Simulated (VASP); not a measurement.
# Sn (I4_1/amd) in VASP: single point with PBE

Aim: the single point of Sn with PBE.

Everything below comes from runs of VASP 6.6.1. Logs are shortened: lines on timing, memory, paths and dates and some standing lists are left out, and cuts for length are marked.

### 1 The cell of the first run

It takes space group I4_1/amd (No. 141, tetragonal). Conventional cell: a = 4.567 Å, b = 4.567 Å, c = 6.839 Å, α = 90.00°, β = 90.00°, γ = 90.00°. Within 3.8 Å of Sn (site symmetry -4m2) lie 4 Sn at 2.85 Å.

### 2 Single point, PBE (biaxial strain in the a-b plane: -3.0 %, then relaxed in part)

Contents of INCAR:

```
PREC = Accurate
ENCUT = 520
EDIFF = 1E-7
ISMEAR = 0
SIGMA = 0.1
LREAL = F
LASPH = T
NELM = 80
ALGO = Fast
ISIF = 2
LWAVE = F
LCHARG = F
GGA = PE
NBANDS = 36
```

Contents of KPOINTS:

```
regular mesh
0
Gamma
  10 10 6
```

Contents of POSCAR:

```
Sn
1.0
    3.2292324732      3.2292324732      0.0000000000
   -3.2292324732      3.2292324732      0.0000000000
    0.0000000000      0.0000000000      6.8390649246
Sn
4
Direct
    0.0000000000      0.0000000000      0.5000000000
    0.0000000000      0.5000000000      0.2500000000
    0.5000000000      0.5000000000      0.0000000000
    0.5000000000      0.0000000000      0.7500000000
```

Potentials or basis: VASP PAW PBE potentials, release 64 (Sn_d).

Started as:

```sh
$ cat potpaw_PBE.64/Sn_d/POTCAR > POTCAR
$ mpirun -np 1 vasp_std > vasp.out
```

OUTCAR:

```text
PREC = Accurate
   ENCUT = 520
   EDIFF = 1E-7
   ISMEAR = 0
   LREAL = F
   LASPH = T
   NELM = 80
   ISIF = 2
   GGA = PE

 ion  position               nearest neighbor table
   1  0.000  0.000  0.500-   2 2.85   4 2.85   2 2.85   4 2.85
   2  0.000  0.500  0.250-   1 2.85   3 2.85   1 2.85   3 2.85
   3  0.500  0.500  0.000-   2 2.85   4 2.85   4 2.85   2 2.85
   4  0.500  0.000  0.750-   1 2.85   3 2.85   3 2.85   1 2.85

  LATTYP: Found a simple tetragonal cell.
 ALAT       =     4.5668243597
 C/A-ratio  =     1.4975537454

  Lattice vectors:

 A1 = (   3.2292324732,   3.2292324732,   0.0000000000)
 A2 = (  -3.2292324732,   3.2292324732,   0.0000000000)
 A3 = (   0.0000000000,   0.0000000000,   6.8390649246)

Analysis of symmetry for initial positions (statically):
=====================================================================
 Subroutine PRICEL returns following result:

  LATTYP: Found a body centered tetragonal cell.
 ALAT       =     4.5668243597
 C/A-ratio  =     1.4975537454

  Lattice vectors:

 A1 = (   3.2292324732,   0.0000000000,  -3.4195324623)
 A2 = (  -3.2292324732,   0.0000000000,  -3.4195324623)
 A3 = (   0.0000000000,   3.2292324732,   3.4195324623)

   2 primitive cells build up your supercell.

 Routine SETGRP: Setting up the symmetry group for a
 simple tetragonal supercell.

 Subroutine GETGRP returns: Found 16 space group operations
 (whereof  8 operations were pure point group operations)
 out of a pool of 16 trial point group operations.

The static configuration has the point symmetry D_2d.
 The point group associated with its full space group is D_4h.

Analysis of symmetry for dynamics (positions and initial velocities):
=====================================================================
 Subroutine PRICEL returns following result:

  LATTYP: Found a body centered tetragonal cell.
 ALAT       =     4.5668243597
 C/A-ratio  =     1.4975537454

  Lattice vectors:

 A1 = (   3.2292324732,   0.0000000000,  -3.4195324623)
 A2 = (  -3.2292324732,   0.0000000000,  -3.4195324623)
 A3 = (   0.0000000000,   3.2292324732,   3.4195324623)

   2 primitive cells build up your supercell.

 Routine SETGRP: Setting up the symmetry group for a
 simple tetragonal supercell.

 Subroutine GETGRP returns: Found 16 space group operations
 (whereof  8 operations were pure point group operations)
 out of a pool of 16 trial point group operations.

The dynamic configuration has the point symmetry D_2d.
 The point group associated with its full space group is D_4h.

 Subroutine INISYM returns: Found 16 space group operations
 (whereof  8 operations are pure point group operations),
 and found     2 'primitive' translations

----------------------------------------------------------------------------------------

                                     Primitive cell

  volume of cell :      71.3174

  direct lattice vectors                    reciprocal lattice vectors
     3.229232473  0.000000000 -3.419532462     0.154835554  0.154835554 -0.146218820
    -3.229232473  0.000000000 -3.419532462    -0.154835554  0.154835554 -0.146218820
     0.000000000  3.229232473  3.419532462     0.000000000  0.309671109  0.000000000

  length of vectors
     4.703312091  4.703312091  4.703312091     0.263302186  0.263302186  0.309671109

  position of ions in fractional coordinates (direct lattice)
     0.500000000  0.500000000  0.000000000
     0.750000000  0.250000000  0.500000000

  ion indices of the primitive-cell ions
   primitive index   ion index
                 1           1
                 2           2

----------------------------------------------------------------------------------------

 KPOINTS: regular mesh

Automatic generation of k-mesh.
 Grid dimensions read from file:
 generate k-points for:   10   10    6

 Generating k-lattice:

  Cartesian coordinates                     Fractional coordinates (reciprocal lattice)
     0.015483555  0.015483555  0.000000000     0.100000000  0.000000000  0.000000000
    -0.015483555  0.015483555  0.000000000     0.000000000  0.100000000  0.000000000
     0.000000000  0.000000000  0.024369803     0.000000000  0.000000000  0.166666667

  Length of vectors
     0.021897054  0.021897054  0.024369803

  Shift w.r.t. Gamma in fractional coordinates (k-lattice)
     0.000000000  0.000000000  0.000000000

 Subroutine IBZKPT returns following result:
 ===========================================

 Found     84 irreducible k-points:

 Following reciprocal coordinates:
            Coordinates               Weight
  0.000000  0.000000  0.000000      1.000000
  0.100000  0.000000  0.000000      4.000000
  0.200000  0.000000  0.000000      4.000000
  0.300000  0.000000  0.000000      4.000000
  0.400000  0.000000  0.000000      4.000000
  0.500000  0.000000  0.000000      2.000000
[... 16 lines left out ...]
  0.100000  0.000000  0.166667      8.000000
  0.200000  0.000000  0.166667      8.000000
 [... further k-points ...]
   k-points           NKPTS =     84   k-points in BZ     NKDIM =     84   number of bands    NBANDS=     36
   number of dos      NEDOS =    301   number of ions     NIONS =      4
   total plane-waves  NPLWV =  69984
   dimension x,y,z NGX =    36 NGY =   36 NGZ =   54
   dimension x,y,z NGXF=    72 NGYF=   72 NGZF=  108
   ions per type =               4
   NGX,Y,Z   is equivalent  to a cutoff of  13.11, 13.11, 13.13 a.u.
   NGXF,Y,Z  is equivalent  to a cutoff of  26.21, 26.21, 26.25 a.u.
 SYSTEM =  unknown system
   PREC   = accura    normal or accurate (medium, high low for compatibility)
   ISTART =      0    job   : 0-new  1-cont  2-samecut
   ICHARG =      2    charge: 1-file 2-atom 10-const
   ISPIN  =      1    spin polarized calculation?
   LNONCOLLINEAR =      F non collinear calculations
   LSORBIT =      F    spin-orbit coupling
   LASPH  =      T    aspherical Exc in radial PAW
   ENCUT  =  520.0 eV  38.22 Ry    6.18 a.u.   8.49  8.49 12.72*2*pi/ulx,y,z
   NELM   =     80;   NELMIN=  2; NELMDL= -5     # of ELM steps
   EDIFF  = 0.1E-06   stopping-criterion for ELM
   LREAL  =      F    real-space projection
   EDIFFG = 0.1E-05   stopping-criterion for IOM
   NSW    =      0    number of steps for IOM
   IBRION =     -1    ionic relax: 0-MD 1-quasi-New 2-CG
   NFREE  =      0    steps in history (QN), initial steepest desc. (CG)
   ISIF   =      2    stress and relaxation
   ISYM   =      2    0-nonsym 1-usesym 2-fastsym
   POTIM  = 0.5000    time-step for ionic-motion
   TEBEG  =    0.0;   TEEND  =   0.0 temperature during run
   PSTRESS=    0.0 pullay stress
   NELECT =      56.0000    total number of electrons
   NUPDOWN=      -1.0000    fix difference up-down
   EMIN   =  10.00;   EMAX   =-10.00  energy-range for DOS
   EFERMI =   0.00;   METHOD = LEGACY
   ISMEAR =     0;   SIGMA  =   0.10  broadening in eV -4-tet -1-fermi 0-gaus
   EFERMI_NEDOS =   21; number of points for ismear=-14 and -15
   IALGO  =     68    algorithm
   IMIX   =      4    mixing-type and parameters
     AMIX     =   0.40;   BMIX     =  1.00
     AMIX_MAG =   1.60;   BMIX_MAG =  1.00
  volume/ion in A,a.u.               =      35.66       240.64
  Fermi-wavevector in a.u.,A,eV,Ry     =   1.198751  2.265311 19.551633  1.437004
  Thomas-Fermi vector in A             =   2.334632
   LORBIT       =      0    0 simple, 1 ext, 2 COOP (PROOUT), +10 PAW based schemes
   GGA     = PE    functional components
   LHFCALC =     F    Hartree Fock is set to
   AEXX    =    0.0000 exact exchange contribution
   IVDW    =     0    specifies the selected vdW correction
   LEPSILON=     F    determine dielectric tensor
   LRPA    =     F    only Hartree local field effects (RPA)
 non-spin polarized calculation
 RMM-DIIS sequential band-by-band and
 Gauss-broadening in eV      SIGMA  =   0.10
  energy-cutoff  :      520.00
  volume of cell :      142.63
 maximum number of plane-waves:      3868
 NGX is ok and might be reduce to    36
   NGX = 17   NGY = 17   NGZ = 25

 number of electron      56.0000059 magnetization

 Free energy of the ion-electron system (eV)
  ---------------------------------------------------
  ext. energy  EPLUGINS =         0.00000000
  ---------------------------------------------------
  free energy    TOTEN  =       -15.33769325 eV

  energy without entropy =      -15.33622849  energy(sigma->0) =      -15.33696087

 E-fermi :   5.2521     XC(G=0):  -8.6933

 val. band max:        5.2416709166   @ k =   0.2000   0.0000   0.0000
 cond. band min:       5.3122822403   @ k =   0.4000   0.0000   0.3333
 fundamental gap:      0.0706113237
 Fermi energy:         5.2520865834

 k-point     1 :       0.0000    0.0000    0.0000
  band No.  band energies     occupation
      1     -16.4642      2.00000
      2     -16.4642      2.00000
      3     -16.4114      2.00000
      4     -16.4114      2.00000
      5     -16.3932      2.00000
      6     -16.3541      2.00000
[... 28 lines left out ...]
     35      10.1936      0.00000
     36      12.5521      0.00000

 k-point     2 :       0.1000    0.0000    0.0000
  band No.  band energies     occupation
      1     -16.4678      2.00000
      2     -16.4641      2.00000
      3     -16.4170      2.00000
      4     -16.4092      2.00000
      5     -16.3958      2.00000
      6     -16.3501      2.00000
[... 28 lines left out ...]
     35      10.5432      0.00000
     36      12.0426      0.00000

 k-point     3 :       0.2000    0.0000    0.0000
  band No.  band energies     occupation
      1     -16.4728      2.00000
      2     -16.4638      2.00000
      3     -16.4285      2.00000
      4     -16.4035      2.00000
      5     -16.4012      2.00000
      6     -16.3438      2.00000
[... 28 lines left out ...]
     35      11.1351      0.00000
     36      11.3134      0.00000

 k-point     4 :       0.3000    0.0000    0.0000
  band No.  band energies     occupation
      1     -16.4720      2.00000
      2     -16.4628      2.00000
      3     -16.4401      2.00000
      4     -16.4161      2.00000
      5     -16.3865      2.00000
      6     -16.3432      2.00000
[... 28 lines left out ...]
     35      10.3038      0.00000
     36      10.6220      0.00000

 k-point     5 :       0.4000    0.0000    0.0000
  band No.  band energies     occupation
      1     -16.4636      2.00000
      2     -16.4605      2.00000
      3     -16.4495      2.00000
      4     -16.4323      2.00000
      5     -16.3677      2.00000
      6     -16.3450      2.00000
[... 655 lines left out ...]
 k-point    22 :       0.0000    0.0000    0.1667
  band No.  band energies     occupation
      1     -16.4611      2.00000
      2     -16.4611      2.00000
      3     -16.4156      2.00000
      4     -16.4156      2.00000
      5     -16.4029      2.00000
      6     -16.3780      2.00000
[... 28 lines left out ...]
     35      10.6034      0.00000
     36      11.4195      0.00000

 k-point    23 :       0.1000    0.0000    0.1667
  band No.  band energies     occupation
      1     -16.4647      2.00000
      2     -16.4611      2.00000
      3     -16.4200      2.00000
      4     -16.4154      2.00000
      5     -16.4012      2.00000
      6     -16.3711      2.00000
[... 28 lines left out ...]
     35      10.9014      0.00000
     36      11.3205      0.00000

 k-point    24 :       0.2000    0.0000    0.1667
  band No.  band energies     occupation
      1     -16.4693      2.00000
      2     -16.4609      2.00000
      3     -16.4296      2.00000
      4     -16.4140      2.00000
      5     -16.3981      2.00000
      6     -16.3594      2.00000
[... 28 lines left out ...]
     35      10.3503      0.00000
     36      11.0733      0.00000

 [... further k-points ...]

------------------------ aborting loop because EDIFF is reached ----------------------------------------

  FORCE on cell =-STRESS in cart. coord.  units (eV):
  Direction    XX          YY          ZZ          XY          YZ          ZX
  --------------------------------------------------------------------------------------
  -------------------------------------------------------------------------------------
  Total        1.6110841      1.6110841     -0.0480476      0.0000000     -0.0000000     -0.0000000
  in kB       18.0968688     18.0968688     -0.5397052      0.0000000     -0.0000000     -0.0000000
  external PRESSURE =      11.8846775 kB  Pullay stress =       0.0000000 kB

 VOLUME and BASIS-vectors are now :
 -----------------------------------------------------------------------------
  energy-cutoff  :      520.00
  volume of cell :      142.63
      direct lattice vectors                 reciprocal lattice vectors
     3.229232473  3.229232473  0.000000000     0.154835554  0.154835554  0.000000000
    -3.229232473  3.229232473  0.000000000    -0.154835554  0.154835554  0.000000000
     0.000000000  0.000000000  6.839064925     0.000000000  0.000000000  0.146218820

 POSITION                                       TOTAL-FORCE (eV/Angst)
 -----------------------------------------------------------------------------------
      0.00000      0.00000      3.41953         0.000000      0.000000      0.000000
     -1.61462      1.61462      1.70977        -0.000000     -0.000000      0.000000
      0.00000      3.22923      0.00000         0.000000      0.000000      0.000000
      1.61462      1.61462      5.12930        -0.000000     -0.000000      0.000000
 -----------------------------------------------------------------------------------
    total drift:                               -0.000000      0.000000      0.000000

  FREE ENERGIE OF THE ION-ELECTRON SYSTEM (eV)
  ---------------------------------------------------
  free  energy   TOTEN  =       -15.3376932532 eV

  energy  without entropy=      -15.3362284937  energy(sigma->0) =      -15.33696087
```

It took 10 min on 1 thread of Intel Xeon 8259CL, shared host; peak memory 0.45 GiB.

Results:

```
Free energy            : -15.3377 eV
Pressure               : 1.2 GPa
Band gap on the k mesh : zero (bands 28 and 29 overlap by 0.34 eV)
```

Stress tensor (GPa, compression positive):
```
 1.81  0.00  0.00
 0.00  1.81  0.00
 0.00  0.00 -0.05
```

Levels at points of the mesh, in eV from the Fermi level:
```
           k point  band 26  band 27  band 28  band 29  band 30  band 31
(0.00, 0.00, 0.00)    -1.01    -0.23     0.16     0.16     1.05     1.05
(0.50, 0.00, 0.00)    -3.03    -0.95    -0.95     1.62     1.62     3.81
(0.50, 0.50, 0.00)    -2.47    -2.47    -2.47     0.70     0.70     0.70
(0.00, 0.00, 0.50)    -1.39    -1.39    -1.39     1.24     1.24     1.99
(0.50, 0.00, 0.50)    -1.30    -0.90    -0.90    -0.18    -0.18     3.09
(0.50, 0.50, 0.50)    -2.92    -2.92    -2.92     2.88     2.88     2.88
```

Caveat: the cell differs from its parent crystal (biaxial strain in the a-b plane: -3.0 %, then relaxed in part); spin-orbit coupling is left out, which moves the levels of the heavy elements.

The gap in the log of VASP goes by the Fermi energy; the results here count the filled bands.